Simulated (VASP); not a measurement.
# Cu (I4/mmm) in VASP: notebook

Cu is run at these levels: r2SCAN; tasks: single point.

Everything below comes from runs of VASP 6.6.1. Logs are shortened: lines on timing, memory, paths and dates and some standing lists are left out, and cuts for length are marked.

## 1. The cell of the first run

The structure is tetragonal, space group I4/mmm (No. 139). The conventional cell has a = 2.866 Å, b = 2.866 Å, c = 2.711 Å, α = 90.00°, β = 90.00°, γ = 90.00°. Cu (site symmetry 4/mmm) has 14 Cu at 2.44 to 2.87 Å within 3.2 Å.

## 2. Single point, r2SCAN (volume scaled by 0.97, then relaxed in part)

The input, POSCAR:

```
Cu
1.0
   -1.4330669636      1.4330669636      1.3554816259
    1.4330669636     -1.4330669636      1.3554816259
    1.4330669636      1.4330669636     -1.3554816259
Cu
1
Direct
    0.0000000000      0.0000000000      0.0000000000
```

The input, INCAR.step1:

```
  PREC = Accurate
  ENCUT = 520
  ISMEAR = 0
  SIGMA = 0.1
  LREAL = False
  LASPH = True
  NELM = 80
  NBANDS = 12
  GGA = PE
  ALGO = Normal
  EDIFF = 1E-4
  LWAVE = True
  LCHARG = False
```

The input, INCAR.step2:

```
  PREC = Accurate
  ENCUT = 520
  EDIFF = 1E-6
  ISMEAR = 0
  SIGMA = 0.1
  LREAL = False
  LASPH = True
  NELM = 80
  ALGO = Normal
  ISIF = 2
  LWAVE = False
  LCHARG = True
  METAGGA = R2SCAN
  LMIXTAU = True
  LELF = True
  LVHAR = True
  NBANDS = 12
  ISTART = 1
```

The input, KPOINTS:

```
Automatic mesh
0
Gamma
  20 20 20
```

Potentials or basis: VASP PAW PBE potentials, release 64 (Cu).

Started as:

```bash
> cat potpaw_PBE.64/Cu/POTCAR > POTCAR
> cp INCAR.step1 INCAR
> mpirun -np 1 vasp_std > vasp.out
> cp INCAR.step2 INCAR
> mpirun -np 1 vasp_std > vasp.out
```

OUTCAR:

```text
PREC = Accurate
   ENCUT = 520
   EDIFF = 1E-6
   ISMEAR = 0
   LREAL = False
   LASPH = True
   NELM = 80
   ISIF = 2
   METAGGA = R2SCAN
   ISTART = 1

 ion  position               nearest neighbor table
   1  0.000  0.000  0.000-

  LATTYP: Found a body centered tetragonal cell.
 ALAT       =     2.8661339272
 C/A-ratio  =     0.9458606334

  Lattice vectors:

 A1 = (  -1.4330669636,   1.4330669636,   1.3554816259)
 A2 = (   1.4330669636,  -1.4330669636,   1.3554816259)
 A3 = (   1.4330669636,   1.4330669636,  -1.3554816259)

Analysis of symmetry for initial positions (statically):
=====================================================================
 Subroutine PRICEL returns:
 Original cell was already a primitive cell.

 Routine SETGRP: Setting up the symmetry group for a
 body centered tetragonal supercell.

 Subroutine GETGRP returns: Found 16 space group operations
 (whereof 16 operations were pure point group operations)
 out of a pool of 16 trial point group operations.

The static configuration has the point symmetry D_4h.

Analysis of symmetry for dynamics (positions and initial velocities):
=====================================================================
 Subroutine PRICEL returns:
 Original cell was already a primitive cell.

 Routine SETGRP: Setting up the symmetry group for a
 body centered tetragonal supercell.

 Subroutine GETGRP returns: Found 16 space group operations
 (whereof 16 operations were pure point group operations)
 out of a pool of 16 trial point group operations.

The dynamic configuration has the point symmetry D_4h.

 Subroutine INISYM returns: Found 16 space group operations
 (whereof 16 operations are pure point group operations),
 and found     1 'primitive' translations

----------------------------------------------------------------------------------------

                                     Primitive cell

  volume of cell :      11.1349

  direct lattice vectors                    reciprocal lattice vectors
    -1.433066964  1.433066964  1.355481626     0.000000000  0.348902049  0.368872577
     1.433066964 -1.433066964  1.355481626     0.348902049  0.000000000  0.368872577
     1.433066964  1.433066964 -1.355481626     0.348902049  0.348902049  0.000000000

  length of vectors
     2.438173965  2.438173965  2.438173965     0.507739714  0.507739714  0.493422010

  position of ions in fractional coordinates (direct lattice)
     0.000000000  0.000000000  0.000000000

  ion indices of the primitive-cell ions
   primitive index   ion index
                 1           1

----------------------------------------------------------------------------------------

 KPOINTS: Automatic mesh

Automatic generation of k-mesh.
 Grid dimensions read from file:
 generate k-points for:   20   20   20

 Generating k-lattice:

  Cartesian coordinates                     Fractional coordinates (reciprocal lattice)
     0.000000000  0.017445102  0.018443629     0.050000000  0.000000000  0.000000000
     0.017445102  0.000000000  0.018443629     0.000000000  0.050000000  0.000000000
     0.017445102  0.017445102  0.000000000     0.000000000  0.000000000  0.050000000

  Length of vectors
     0.025386986  0.025386986  0.024671100

  Shift w.r.t. Gamma in fractional coordinates (k-lattice)
     0.000000000  0.000000000  0.000000000

 Subroutine IBZKPT returns following result:
 ===========================================

 Found    641 irreducible k-points:

 Following reciprocal coordinates:
            Coordinates               Weight
  0.000000  0.000000  0.000000      1.000000
  0.050000 -0.000000  0.000000      8.000000
  0.100000  0.000000 -0.000000      8.000000
  0.150000 -0.000000  0.000000      8.000000
  0.200000  0.000000 -0.000000      8.000000
  0.250000 -0.000000  0.000000      8.000000
[... 16 lines left out ...]
 -0.400000  0.050000  0.000000     16.000000
 -0.350000  0.050000 -0.000000     16.000000
 [... further k-points ...]
   k-points           NKPTS =    641   k-points in BZ     NKDIM =    641   number of bands    NBANDS=     12
   number of dos      NEDOS =    301   number of ions     NIONS =      1
   total plane-waves  NPLWV =   5832
   dimension x,y,z NGX =    18 NGY =   18 NGZ =   18
   dimension x,y,z NGXF=    36 NGYF=   36 NGZF=   36
   ions per type =               1
   NGX,Y,Z   is equivalent  to a cutoff of  12.27, 12.27, 12.27 a.u.
   NGXF,Y,Z  is equivalent  to a cutoff of  24.55, 24.55, 24.55 a.u.
 SYSTEM =  unknown system
   PREC   = accura    normal or accurate (medium, high low for compatibility)
   ISTART =      1    job   : 0-new  1-cont  2-samecut
   ICHARG =      0    charge: 1-file 2-atom 10-const
   ISPIN  =      1    spin polarized calculation?
   LNONCOLLINEAR =      F non collinear calculations
   LSORBIT =      F    spin-orbit coupling
   LASPH  =      T    aspherical Exc in radial PAW
   ENCUT  =  520.0 eV  38.22 Ry    6.18 a.u.   4.53  4.53  4.53*2*pi/ulx,y,z
   NELM   =     80;   NELMIN=  2; NELMDL=  0     # of ELM steps
   EDIFF  = 0.1E-05   stopping-criterion for ELM
   LREAL  =      F    real-space projection
[... 7 lines left out ...]
   TEBEG  =    0.0;   TEEND  =   0.0 temperature during run
   PSTRESS=    0.0 pullay stress
   NELECT =      11.0000    total number of electrons
   NUPDOWN=      -1.0000    fix difference up-down
   EMIN   =  10.00;   EMAX   =-10.00  energy-range for DOS
   EFERMI =   0.00;   METHOD = LEGACY
   ISMEAR =     0;   SIGMA  =   0.10  broadening in eV -4-tet -1-fermi 0-gaus
   EFERMI_NEDOS =   21; number of points for ismear=-14 and -15
   IALGO  =     38    algorithm
   IMIX   =      4    mixing-type and parameters
     AMIX     =   0.40;   BMIX     =  1.00
     AMIX_MAG =   1.60;   BMIX_MAG =  1.00
  volume/ion in A,a.u.               =      11.13        75.14
  Fermi-wavevector in a.u.,A,eV,Ry     =   1.630460  3.081123 36.169733  2.658400
  Thomas-Fermi vector in A             =   2.722758
   LORBIT       =      0    0 simple, 1 ext, 2 COOP (PROOUT), +10 PAW based schemes
   METAGGA = R2SCAN    functional components
   LHFCALC =     F    Hartree Fock is set to
   AEXX    =    0.0000 exact exchange contribution
   IVDW    =     0    specifies the selected vdW correction
   LEPSILON=     F    determine dielectric tensor
   LRPA    =     F    only Hartree local field effects (RPA)
 non-spin polarized calculation
 Gauss-broadening in eV      SIGMA  =   0.10
  energy-cutoff  :      520.00
  volume of cell :       11.13
 maximum number of plane-waves:       315
   NGX =  9   NGY =  9   NGZ =  9

 number of electron      11.0000008 magnetization

 Free energy of the ion-electron system (eV)
  ---------------------------------------------------
  ext. energy  EPLUGINS =         0.00000000
  ---------------------------------------------------
  free energy    TOTEN  =       -10.78233211 eV

  energy without entropy =      -10.78010912  energy(sigma->0) =      -10.78122061

 E-fermi :   8.1476     XC(G=0): -14.1494

 val. band max:        8.1467919454   @ k =   0.3000   0.1000   0.1000
 cond. band min:       8.1485118264   @ k =   0.5000   0.2000   0.1500
 fundamental gap:      0.0017198810
 Fermi energy:         8.1475565160

 k-point     1 :       0.0000    0.0000    0.0000
  band No.  band energies     occupation
      1      -1.9956      2.00000
      2       4.5796      2.00000
      3       4.8194      2.00000
      4       4.8196      2.00000
      5       5.6887      2.00000
      6       5.9406      2.00000
      7      34.1752      0.00000
      8      34.1752      0.00000
      9      35.7699      0.00000
     10      38.6601      0.00000
     11      38.9316      0.00000
     12      39.1452      0.00000

 k-point     2 :       0.0500   -0.0000    0.0000
  band No.  band energies     occupation
      1      -1.8888      2.00000
      2       4.5886      2.00000
      3       4.8163      2.00000
      4       4.8299      2.00000
      5       5.6897      2.00000
      6       5.9242      2.00000
      7      33.5839      0.00000
      8      33.9025      0.00000
      9      34.9325      0.00000
     10      37.5223      0.00000
     11      37.8988      0.00000
     12      38.2938      0.00000

 k-point     3 :       0.1000    0.0000   -0.0000
  band No.  band energies     occupation
      1      -1.5716      2.00000
      2       4.5746      2.00000
      3       4.8020      2.00000
      4       4.9018      2.00000
      5       5.6927      2.00000
      6       5.8848      2.00000
      7      31.6288      0.00000
      8      33.2671      0.00000
      9      33.4283      0.00000
     10      35.7697      0.00000
     11      36.8631      0.00000
     12      38.0195      0.00000
[... 286 lines left out ...]
 k-point    23 :      -0.4000    0.0500    0.0000
  band No.  band energies     occupation
      1       2.3075      2.00000
      2       3.9673      2.00000
      3       5.3165      2.00000
      4       5.8042      2.00000
      5       6.0180      2.00000
      6       6.5353      2.00000
      7      17.0076      0.00000
      8      26.1205      0.00000
      9      27.6454      0.00000
     10      31.6383      0.00000
     11      34.9887      0.00000
     12      44.1713      0.00000

 k-point    24 :      -0.3500    0.0500   -0.0000
  band No.  band energies     occupation
      1       1.7506      2.00000
      2       4.0721      2.00000
      3       4.8357      2.00000
      4       5.7755      2.00000
      5       5.9142      2.00000
      6       6.1757      2.00000
      7      19.4054      0.00000
      8      26.7465      0.00000
      9      28.5174      0.00000
     10      31.9795      0.00000
     11      35.2691      0.00000
     12      42.5611      0.00000

 [... further k-points ...]
[... 5 lines left out ...]
  --------------------------------------------------------------------------------------
  -------------------------------------------------------------------------------------
  Total        0.4177047      0.4177047      0.4176229      0.0000000      0.0000000      0.0000000
  in kB       60.1026073     60.1026073     60.0908489      0.0000000      0.0000000      0.0000000
  external PRESSURE =      60.0986878 kB  Pullay stress =       0.0000000 kB

 VOLUME and BASIS-vectors are now :
 -----------------------------------------------------------------------------
  energy-cutoff  :      520.00
  volume of cell :       11.13
      direct lattice vectors                 reciprocal lattice vectors
    -1.433066964  1.433066964  1.355481626     0.000000000  0.348902049  0.368872577
     1.433066964 -1.433066964  1.355481626     0.348902049  0.000000000  0.368872577
     1.433066964  1.433066964 -1.355481626     0.348902049  0.348902049  0.000000000

 POSITION                                       TOTAL-FORCE (eV/Angst)
 -----------------------------------------------------------------------------------
      0.00000      0.00000      0.00000         0.000000      0.000000     -0.000000
 -----------------------------------------------------------------------------------
    total drift:                                0.000000      0.000000      0.000000

  FREE ENERGIE OF THE ION-ELECTRON SYSTEM (eV)
  ---------------------------------------------------
  free  energy   TOTEN  =       -10.7823321109 eV

  energy  without entropy=      -10.7801091156  energy(sigma->0) =      -10.78122061
```

It took 2.7 min on 1 thread of Intel Xeon Platinum 8488C (Sapphire Rapids), shared host; peak memory 0.19 GiB.

What came out:

```yaml
Free_energy: -10.7823 eV
Pressure: 6.0 GPa
```

Levels at points of the mesh, in eV from the Fermi level:
```tsv
k point	band 2	band 3	band 4	band 5	band 6	band 7	band 8	band 9	band 10	band 11
(0.00, 0.00, 0.00)	-3.57	-3.33	-3.33	-2.46	-2.21	26.03	26.03	27.62	30.51	30.78
(0.50, 0.00, 0.00)	-4.31	-2.34	-2.08	-1.48	-0.60	5.15	18.30	18.69	22.43	25.88
(0.50, 0.50, 0.00)	-4.01	-2.53	-2.26	-1.52	-1.07	4.50	19.80	20.48	23.91	27.21
(0.50, 0.50, 0.50)	-5.15	-1.70	-1.70	-1.63	8.19	8.19	10.52	13.84	14.68	18.31
```

Caveat: the cell differs from its parent crystal (volume scaled by 0.97, then relaxed in part); the PAW data sets were made with another functional, which shifts forces and pressure a little.

## 3. Single point, r2SCAN

This run uses another cell than the first one, of 11.48 Å³/atom, 1.031 times its volume.

The input, POSCAR:

```
Cu
1.0
   -1.4476911059      1.4476911059      1.3693140264
    1.4476911059     -1.4476911059      1.3693140264
    1.4476911059      1.4476911059     -1.3693140264
Cu
1
Direct
    0.0000000000      0.0000000000      0.0000000000
```

The input, INCAR.step1:

```
SYSTEM = Cu
PREC     = Accurate       ! precision mode
ENCUT    = 520            ! plane-wave cutoff, eV
ISMEAR   = 0              ! smearing method
SIGMA    = 0.1            ! smearing width, eV
LREAL    = .FALSE.        ! projectors in reciprocal space
LASPH    = .TRUE.         ! aspherical terms in the spheres
NELM     = 60             ! most SCF steps
NBANDS   = 12             ! bands
GGA      = PE             ! functional
ALGO     = Normal         ! electronic algorithm
EDIFF    = 1E-4           ! SCF threshold, eV
LWAVE    = .TRUE.         ! write WAVECAR
LCHARG   = .FALSE.        ! write CHGCAR
```

The input, INCAR.step2:

```
SYSTEM = Cu
PREC     = Accurate       ! precision mode
ENCUT    = 520            ! plane-wave cutoff, eV
EDIFF    = 1E-6           ! SCF threshold, eV
ISMEAR   = 0              ! smearing method
SIGMA    = 0.1            ! smearing width, eV
LREAL    = .FALSE.        ! projectors in reciprocal space
LASPH    = .TRUE.         ! aspherical terms in the spheres
NELM     = 60             ! most SCF steps
ALGO     = Normal         ! electronic algorithm
ISIF     = 2              ! what is computed and relaxed
LWAVE    = .FALSE.        ! write WAVECAR
LCHARG   = .FALSE.        ! write CHGCAR
METAGGA  = R2SCAN         ! meta-GGA
LMIXTAU  = .TRUE.       
NBANDS   = 12             ! bands
ISTART   = 1
```

The input, KPOINTS:

```
Automatic mesh
0
G
  20 20 20
  0 0 0
```

Potentials or basis: VASP PAW PBE potentials, release 64 (Cu).

Started as:

```bash
> cat potpaw_PBE.64/Cu/POTCAR > POTCAR
> cp INCAR.step1 INCAR
> mpirun -np 1 vasp_std > vasp.out
> cp INCAR.step2 INCAR
> mpirun -np 1 vasp_std > vasp.out
```

OUTCAR:

```text
SYSTEM = Cu
   PREC = Accurate
   ENCUT = 520
   EDIFF = 1E-6
   ISMEAR = 0
   LREAL = .FALSE.
   LASPH = .TRUE.
   NELM = 60
   ISIF = 2
   METAGGA = R2SCAN
   ISTART = 1

 ion  position               nearest neighbor table
   1  0.000  0.000  0.000-

  LATTYP: Found a body centered tetragonal cell.
 ALAT       =     2.8953822118
 C/A-ratio  =     0.9458606334

  Lattice vectors:

 A1 = (  -1.4476911059,   1.4476911059,   1.3693140264)
 A2 = (   1.4476911059,  -1.4476911059,   1.3693140264)
[... 539 lines left out ...]
     12      41.5654      0.00000

 [... further k-points ...]

------------------------ aborting loop because EDIFF is reached ----------------------------------------

  FORCE on cell =-STRESS in cart. coord.  units (eV):
  Direction    XX          YY          ZZ          XY          YZ          ZX
  --------------------------------------------------------------------------------------
  -------------------------------------------------------------------------------------
  Total        0.0517131      0.0517131      0.0433515      0.0000000     -0.0000000      0.0000000
  in kB        7.2176642      7.2176642      6.0506194      0.0000000     -0.0000000      0.0000000
  external PRESSURE =       6.8286492 kB  Pullay stress =       0.0000000 kB

 VOLUME and BASIS-vectors are now :
 -----------------------------------------------------------------------------
  energy-cutoff  :      520.00
  volume of cell :       11.48
      direct lattice vectors                 reciprocal lattice vectors
    -1.447691106  1.447691106  1.369314026     0.000000000  0.345377545  0.365146336
     1.447691106 -1.447691106  1.369314026     0.345377545  0.000000000  0.365146336
     1.447691106  1.447691106 -1.369314026     0.345377545  0.345377545  0.000000000

 POSITION                                       TOTAL-FORCE (eV/Angst)
 -----------------------------------------------------------------------------------
      0.00000      0.00000      0.00000        -0.000000      0.000000     -0.000000
 -----------------------------------------------------------------------------------
    total drift:                                0.000000      0.000000      0.000000

  FREE ENERGIE OF THE ION-ELECTRON SYSTEM (eV)
  ---------------------------------------------------
  free  energy   TOTEN  =       -10.7896870944 eV

  energy  without entropy=      -10.7874016270  energy(sigma->0) =      -10.78854436
```

Run time: 2.6 min. Hardware: 1 thread of Intel Xeon Platinum 8488C (Sapphire Rapids), shared host; peak memory 0.19 GiB.

Results:

| Item | Value |
| --- | --- |
| Free energy | -10.7897 eV |
| Pressure | 0.7 GPa |

Caveat: the PAW data sets were made with another functional, which shifts forces and pressure a little.
